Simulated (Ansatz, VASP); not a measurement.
**One calculation of SnTe, two programs**

```xyz
2
Lattice="0.0000 3.6111 3.6111 3.6111 0.0000 3.6111 3.6111 3.6111 0.0000" Properties=species:S:1:pos:R:3 pbc="T T T"
Te    1.8056    1.8056    1.8056
Sn    0.0000    0.0000    0.0000
```

Alike in both runs: functional r2SCAN50; k mesh 4 × 4 × 4; occupations fermi-dirac, width 0.05 eV; no spin polarisation.

|  | VASP | Ansatz |
| --- | --- | --- |
| version | VASP 6.6.1 | Ansatz 0.2.0 |
| potentials or method | VASP PAW PBE potentials, release 64 (Te, Sn_d) | Ansatz PAW |
| plane-wave cutoff (eV) | 520 | 500 |
| valence electrons in the cell | 20 | 30 |
| task | single point | band structure |

Ansatz gave:

| Item | Value |
| --- | --- |
| gap on the k mesh at the Fermi level (eV) | 1.90 |
| least direct gap on the mesh (eV) | 2.84 |
| pressure (GPa) | -1.0 |

What did VASP give for the same quantities?

gap on the k mesh at the Fermi level (eV): 1.96; least direct gap on the mesh (eV): 2.86; pressure (GPa): -1.5.

VASP's potentials were made for PBE, not for r2SCAN50. VASP's potentials hold 20 valence electrons a cell and Ansatz's 30, so a difference there can come from the potentials and not from the codes.

Neither program's run includes spin-orbit coupling.
